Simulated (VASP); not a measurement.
# Fe (Im-3m) in VASP: notebook

Runs on Fe. Level: r2SCAN. Tasks: single point.

All numbers are computed with VASP 6.6.1; they aren't measurements. Logs are shortened: lines on timing, memory, paths and dates and some standing lists are left out, and cuts for length are marked.

### 1 The cell of the first run

Symmetry: Im-3m, No. 229, cubic system. The conventional cell has a = 2.886 Å, b = 2.886 Å, c = 2.886 Å, α = 90.00°, β = 90.00°, γ = 90.00°. Within 3.3 Å of Fe (site symmetry m-3m) lie 14 Fe at 2.50 to 2.89 Å.

### 2 Single point, r2SCAN, collinear spin, ferromagnetic start

POSCAR

```
Fe
1.0
   -1.4430000000      1.4430000000      1.4430000000
    1.4430000000     -1.4430000000      1.4430000000
    1.4430000000      1.4430000000     -1.4430000000
Fe
1
Direct
    0.0000000000      0.0000000000      0.0000000000
```

INCAR.step1

```
SYSTEM = Fe
ALGO     = Normal         ! electronic algorithm
EDIFF    = 1E-4           ! SCF threshold, eV
ENCUT    = 520            ! plane-wave cutoff, eV
GGA      = PE             ! functional
ISMEAR   = -1             ! smearing method
ISPIN    = 2              ! spin polarisation
LASPH    = .True.         ! aspherical terms in the spheres
LCHARG   = .False.        ! write CHGCAR
LMAXMIX  = 4              ! l up to which the mixer works
LREAL    = .False.        ! projectors in reciprocal space
LWAVE    = .True.         ! write WAVECAR
MAGMOM   = 3              ! initial moments
NBANDS   = 14             ! bands
NELM     = 150            ! most SCF steps
PREC     = Accurate       ! precision mode
SIGMA    = 0.05           ! smearing width, eV
```

INCAR.step2

```
SYSTEM = Fe
ALGO     = Normal         ! electronic algorithm
EDIFF    = 1E-7           ! SCF threshold, eV
ENCUT    = 520            ! plane-wave cutoff, eV
ISIF     = 2              ! what is computed and relaxed
ISMEAR   = -1             ! smearing method
ISPIN    = 2              ! spin polarisation
ISTART   = 1            
LASPH    = .True.         ! aspherical terms in the spheres
LCHARG   = .False.        ! write CHGCAR
LMAXMIX  = 4              ! l up to which the mixer works
LMIXTAU  = .True.       
LORBIT   = 11             ! projections on sites
LREAL    = .False.        ! projectors in reciprocal space
LWAVE    = .False.        ! write WAVECAR
MAGMOM   = 3              ! initial moments
METAGGA  = R2SCAN         ! meta-GGA
NBANDS   = 14             ! bands
NELM     = 150            ! most SCF steps
PREC     = Accurate       ! precision mode
SIGMA    = 0.05           ! smearing width, eV
```

KPOINTS

```
k-points
0
Gamma
  14 14 14
  0 0 0
```

Potentials or basis: VASP PAW PBE potentials, release 64 (Fe).

Started as:

```sh
$ cat potpaw_PBE.64/Fe/POTCAR > POTCAR
$ cp INCAR.step1 INCAR
$ mpirun -np 1 vasp_std > vasp.out
$ cp INCAR.step2 INCAR
$ mpirun -np 1 vasp_std > vasp.out
```

OUTCAR:

```text
SYSTEM = Fe
   EDIFF = 1E-7
   ENCUT = 520
   ISIF = 2
   ISMEAR = -1
   ISPIN = 2
   ISTART = 1
   LASPH = .True.
   LORBIT = 11
   LREAL = .False.
   METAGGA = R2SCAN
   NELM = 150
   PREC = Accurate

 ion  position               nearest neighbor table
   1  0.000  0.000  0.000-

  LATTYP: Found a body centered cubic cell.
 ALAT       =     2.8860000000

  Lattice vectors:

 A1 = (  -1.4430000000,   1.4430000000,   1.4430000000)
 A2 = (   1.4430000000,  -1.4430000000,   1.4430000000)
 A3 = (   1.4430000000,   1.4430000000,  -1.4430000000)

Analysis of symmetry for initial positions (statically):
=====================================================================
 Subroutine PRICEL returns:
 Original cell was already a primitive cell.

 Routine SETGRP: Setting up the symmetry group for a
 body centered cubic supercell.

 Subroutine GETGRP returns: Found 48 space group operations
 (whereof 48 operations were pure point group operations)
 out of a pool of 48 trial point group operations.

The static configuration has the point symmetry O_h .

Analysis of symmetry for dynamics (positions and initial velocities):
=====================================================================
 Subroutine PRICEL returns:
 Original cell was already a primitive cell.

 Routine SETGRP: Setting up the symmetry group for a
 body centered cubic supercell.

 Subroutine GETGRP returns: Found 48 space group operations
 (whereof 48 operations were pure point group operations)
 out of a pool of 48 trial point group operations.

The dynamic configuration has the point symmetry O_h .

Analysis of structural, dynamic, and magnetic symmetry:
=====================================================================
 Subroutine PRICEL returns:
 Original cell was already a primitive cell.

 Routine SETGRP: Setting up the symmetry group for a
 body centered cubic supercell.

 Subroutine GETGRP returns: Found 48 space group operations
 (whereof 48 operations were pure point group operations)
 out of a pool of 48 trial point group operations.

The overall configuration has the point symmetry O_h .

 Subroutine INISYM returns: Found 48 space group operations
 (whereof 48 operations are pure point group operations),
 and found     1 'primitive' translations

----------------------------------------------------------------------------------------

                                     Primitive cell

  volume of cell :      12.0187

  direct lattice vectors                    reciprocal lattice vectors
    -1.443000000  1.443000000  1.443000000     0.000000000  0.346500347  0.346500347
     1.443000000 -1.443000000  1.443000000     0.346500347  0.000000000  0.346500347
     1.443000000  1.443000000 -1.443000000     0.346500347  0.346500347  0.000000000

  length of vectors
     2.499349315  2.499349315  2.499349315     0.490025489  0.490025489  0.490025489

  position of ions in fractional coordinates (direct lattice)
     0.000000000  0.000000000  0.000000000

  ion indices of the primitive-cell ions
   primitive index   ion index
                 1           1

----------------------------------------------------------------------------------------

 KPOINTS: k-points

Automatic generation of k-mesh.
 Grid dimensions read from file:
 generate k-points for:   14   14   14

 Generating k-lattice:

  Cartesian coordinates                     Fractional coordinates (reciprocal lattice)
     0.000000000  0.024750025  0.024750025     0.071428571  0.000000000  0.000000000
     0.024750025  0.000000000  0.024750025     0.000000000  0.071428571  0.000000000
     0.024750025  0.024750025  0.000000000     0.000000000  0.000000000  0.071428571

  Length of vectors
     0.035001821  0.035001821  0.035001821

  Shift w.r.t. Gamma in fractional coordinates (k-lattice)
     0.000000000  0.000000000  0.000000000

 Subroutine IBZKPT returns following result:
 ===========================================

 Found    104 irreducible k-points:

 Following reciprocal coordinates:
            Coordinates               Weight
  0.000000  0.000000  0.000000      1.000000
  0.071429  0.000000  0.000000     12.000000
  0.142857  0.000000  0.000000     12.000000
  0.214286  0.000000  0.000000     12.000000
  0.285714  0.000000  0.000000     12.000000
  0.357143  0.000000  0.000000     12.000000
[... 16 lines left out ...]
  0.285714  0.285714  0.000000     24.000000
  0.357143  0.285714  0.000000     24.000000
 [... further k-points ...]
   k-points           NKPTS =    104   k-points in BZ     NKDIM =    104   number of bands    NBANDS=     14
   number of dos      NEDOS =    301   number of ions     NIONS =      1
   total plane-waves  NPLWV =   8000
   dimension x,y,z NGX =    20 NGY =   20 NGZ =   20
   dimension x,y,z NGXF=    40 NGYF=   40 NGZF=   40
   ions per type =               1
   NGX,Y,Z   is equivalent  to a cutoff of  13.30, 13.30, 13.30 a.u.
   NGXF,Y,Z  is equivalent  to a cutoff of  26.61, 26.61, 26.61 a.u.
 SYSTEM =  Fe
   PREC   = accura    normal or accurate (medium, high low for compatibility)
   ISTART =      1    job   : 0-new  1-cont  2-samecut
   ICHARG =      0    charge: 1-file 2-atom 10-const
   ISPIN  =      2    spin polarized calculation?
   LNONCOLLINEAR =      F non collinear calculations
   LSORBIT =      F    spin-orbit coupling
   LASPH  =      T    aspherical Exc in radial PAW
   ENCUT  =  520.0 eV  38.22 Ry    6.18 a.u.   4.65  4.65  4.65*2*pi/ulx,y,z
   NELM   =    150;   NELMIN=  2; NELMDL=  0     # of ELM steps
   EDIFF  = 0.1E-06   stopping-criterion for ELM
   LREAL  =      F    real-space projection
   EDIFFG = 0.1E-05   stopping-criterion for IOM
   NSW    =      0    number of steps for IOM
   IBRION =     -1    ionic relax: 0-MD 1-quasi-New 2-CG
   NFREE  =      0    steps in history (QN), initial steepest desc. (CG)
   ISIF   =      2    stress and relaxation
   ISYM   =      2    0-nonsym 1-usesym 2-fastsym
   POTIM  = 0.5000    time-step for ionic-motion
   TEBEG  =    0.0;   TEEND  =   0.0 temperature during run
   PSTRESS=    0.0 pullay stress
   NELECT =       8.0000    total number of electrons
   NUPDOWN=      -1.0000    fix difference up-down
   EMIN   =  10.00;   EMAX   =-10.00  energy-range for DOS
   EFERMI =   0.00;   METHOD = LEGACY
   ISMEAR =    -1;   SIGMA  =   0.05  broadening in eV -4-tet -1-fermi 0-gaus
   EFERMI_NEDOS =   21; number of points for ismear=-14 and -15
   IALGO  =     38    algorithm
   IMIX   =      4    mixing-type and parameters
     AMIX     =   0.40;   BMIX     =  1.00
     AMIX_MAG =   1.60;   BMIX_MAG =  1.00
  volume/ion in A,a.u.               =      12.02        81.11
  Fermi-wavevector in a.u.,A,eV,Ry     =   1.429394  2.701162 27.798962  2.043166
  Thomas-Fermi vector in A             =   2.549352
   LORBIT       =     11    0 simple, 1 ext, 2 COOP (PROOUT), +10 PAW based schemes
   METAGGA = R2SCAN    functional components
   LHFCALC =     F    Hartree Fock is set to
   AEXX    =    0.0000 exact exchange contribution
   IVDW    =     0    specifies the selected vdW correction
   LEPSILON=     F    determine dielectric tensor
   LRPA    =     F    only Hartree local field effects (RPA)
 spin polarized calculation
  energy-cutoff  :      520.00
  volume of cell :       12.02
 maximum number of plane-waves:       337
   NGX =  9   NGY =  9   NGZ =  9

 number of electron       7.9999995 magnetization       2.6883369

 Free energy of the ion-electron system (eV)
  ---------------------------------------------------
  ext. energy  EPLUGINS =         0.00000000
  ---------------------------------------------------
  free energy    TOTEN  =       -14.35612373 eV

  energy without entropy =      -14.34968368  energy(sigma->0) =      -14.35290370

 E-fermi :   5.3148     XC(G=0): -13.8909

 val. band max:        5.2943279149   @ k =  -0.2857   0.4286   0.1429
 cond. band min:       5.3175993599   @ k =   0.0714   0.0714   0.0714
 fundamental gap:      0.0232714449
 Fermi energy:         5.3147711538

 spin component 1

 k-point     1 :       0.0000    0.0000    0.0000
  band No.  band energies     occupation
      1      -3.1023      1.00000
      2       2.2121      1.00000
      3       2.2121      1.00000
      4       2.2121      1.00000
      5       3.3771      1.00000
      6       3.3771      1.00000
      7      30.6993      0.00000
      8      30.6993      0.00000
      9      30.6993      0.00000
     10      35.4065      0.00000
     11      35.4065      0.00000
     12      36.9576      0.00000
     13      36.9577      0.00000
     14      36.9577      0.00000
[... 375 lines left out ...]
 k-point    24 :       0.3571    0.2857    0.0000
  band No.  band energies     occupation
      1       0.9905      1.00000
      2       1.5053      1.00000
      3       1.8927      1.00000
      4       3.5327      1.00000
      5       3.7155      1.00000
      6      10.5715      0.00000
      7      12.3469      0.00000
      8      14.8046      0.00000
      9      24.1381      0.00000
     10      32.9464      0.00000
     11      34.5426      0.00000
     12      40.9235      0.00000
     13      44.5765      0.00000
     14      48.5598      0.00000

 [... further k-points ...]

 spin component 2

 k-point     1 :       0.0000    0.0000    0.0000
  band No.  band energies     occupation
      1      -3.7174      1.00000
      2       5.6930      0.00052
      3       5.6931      0.00052
      4       5.6931      0.00052
      5       7.8411      0.00000
      6       7.8411      0.00000
      7      30.3465      0.00000
      8      30.3465      0.00000
      9      30.3465      0.00000
     10      36.0078      0.00000
     11      36.0078      0.00000
     12      38.7414      0.00000
     13      38.7414      0.00000
     14      38.7417      0.00000
[... 375 lines left out ...]
 k-point    24 :       0.3571    0.2857    0.0000
  band No.  band energies     occupation
      1       3.4225      1.00000
      2       4.0064      1.00000
      3       4.0215      1.00000
      4       7.7490      0.00000
      5       7.9545      0.00000
      6      12.2354      0.00000
      7      14.0045      0.00000
      8      16.2836      0.00000
      9      25.2115      0.00000
     10      33.4825      0.00000
     11      35.0928      0.00000
     12      43.0864      0.00000
     13      46.1677      0.00000
     14      50.1947      0.00000

 [... further k-points ...]
[... 5 lines left out ...]
  --------------------------------------------------------------------------------------
  -------------------------------------------------------------------------------------
  Total       -0.2496637     -0.2496637     -0.2496637      0.0000000     -0.0000000     -0.0000000
  in kB      -33.2818149    -33.2818149    -33.2818149      0.0000000     -0.0000000     -0.0000000
  external PRESSURE =     -33.2818149 kB  Pullay stress =       0.0000000 kB

 VOLUME and BASIS-vectors are now :
 -----------------------------------------------------------------------------
  energy-cutoff  :      520.00
  volume of cell :       12.02
      direct lattice vectors                 reciprocal lattice vectors
    -1.443000000  1.443000000  1.443000000     0.000000000  0.346500347  0.346500347
     1.443000000 -1.443000000  1.443000000     0.346500347  0.000000000  0.346500347
     1.443000000  1.443000000 -1.443000000     0.346500347  0.346500347  0.000000000

 POSITION                                       TOTAL-FORCE (eV/Angst)
 -----------------------------------------------------------------------------------
      0.00000      0.00000      0.00000         0.000000     -0.000000      0.000000
 -----------------------------------------------------------------------------------
    total drift:                                0.000000     -0.000000      0.000000

  FREE ENERGIE OF THE ION-ELECTRON SYSTEM (eV)
  ---------------------------------------------------
  free  energy   TOTEN  =       -14.3561237302 eV

  energy  without entropy=      -14.3496836782  energy(sigma->0) =      -14.35290370

 total charge

# of ion       s       p       d       tot
------------------------------------------
    1        0.471   0.535   6.150   7.157

 magnetization (x)

# of ion       s       p       d       tot
------------------------------------------
    1       -0.010  -0.113   2.886   2.763
```

Run time: 69 s. Hardware: 1 thread of Intel Xeon 6975P-C (Granite Rapids), shared host; peak memory 0.15 GiB.

Results:

| Quantity | Value |
| --- | --- |
| Free energy | -14.3561 eV |
| Pressure | -3.3 GPa |
| Net moment | 2.69 μB per cell |
| Site moments | Fe +2.76 μB |
| Valence electrons inside the program's atomic spheres | Fe 7.16 |

Caveat: the PAW data sets were made with another functional, which shifts forces and pressure a little.

### 3 Single point, r2SCAN, collinear spin, ferromagnetic start (volume scaled by 1.05)

POSCAR

```
Fe
1.0
   -1.4666599429      1.4666599429      1.4666599429
    1.4666599429     -1.4666599429      1.4666599429
    1.4666599429      1.4666599429     -1.4666599429
Fe
1
Direct
    0.0000000000      0.0000000000      0.0000000000
```

INCAR.step1

```
SYSTEM = Fe
ALGO = Normal ; EDIFF = 1E-4
ENCUT = 520 ; GGA = PE
ISMEAR = -1 ; ISPIN = 2
LASPH = .True. ; LCHARG = .False.
LMAXMIX = 4 ; LREAL = .False.
LWAVE = .True. ; MAGMOM = 3
NBANDS = 14 ; NELM = 150
PREC = Accurate ; SIGMA = 0.05
```

INCAR.step2

```
SYSTEM = Fe
ALGO = Normal ; EDIFF = 1E-7
ENCUT = 520 ; ISIF = 2
ISMEAR = -1 ; ISPIN = 2
ISTART = 1 ; LASPH = .True.
LCHARG = .False. ; LMAXMIX = 4
LMIXTAU = .True. ; LORBIT = 11
LREAL = .False. ; LWAVE = .False.
MAGMOM = 3 ; METAGGA = R2SCAN
NBANDS = 14 ; NELM = 150
PREC = Accurate ; SIGMA = 0.05
```

KPOINTS is that of step 2.

Potentials or basis: VASP PAW PBE potentials, release 64 (Fe).

Started as:

```sh
$ cat potpaw_PBE.64/Fe/POTCAR > POTCAR
$ cp INCAR.step1 INCAR
$ mpirun -np 1 vasp_std > vasp.out
$ cp INCAR.step2 INCAR
$ mpirun -np 1 vasp_std > vasp.out
```

Run time: 72 s. Hardware: 1 thread of Intel Xeon 6975P-C (Granite Rapids), shared host; peak memory 0.15 GiB.

It converged, with:

```
Free energy                                           : -14.3312 eV
Pressure                                              : -10.1 GPa
Net moment                                            : 2.74 μB per cell
Site moments                                          : Fe +2.83 μB
Valence electrons inside the program's atomic spheres : Fe 7.07
```

Levels at points of the mesh, in eV from the Fermi level:
Spin up:
```tsv
k point	band 2	band 3	band 4	band 5	band 6	band 7	band 8	band 9
(0.00, 0.00, 0.00)	-3.16	-3.16	-3.16	-2.08	-2.08	24.79	24.79	24.79
(0.50, 0.00, 0.00)	-4.04	-2.05	-1.95	-0.91	0.45	6.11	18.03	18.99
(0.50, 0.50, 0.50)	-5.12	-1.13	-1.13	-1.13	9.32	9.32	9.32	14.66
```
Spin down:
```csv
k point,band 1,band 2,band 3,band 4,band 5,band 6,band 7
"(0.00, 0.00, 0.00)",-8.86,0.41,0.41,0.41,2.44,2.44,24.44
"(0.50, 0.00, 0.00)",-3.26,-0.89,-0.14,2.27,2.70,3.18,8.45
"(0.50, 0.50, 0.50)",-2.37,-2.37,2.90,2.90,2.90,9.67,9.67
```

Caveat: the PAW data sets were made with another functional, which shifts forces and pressure a little.

[end of part 1 of 3]
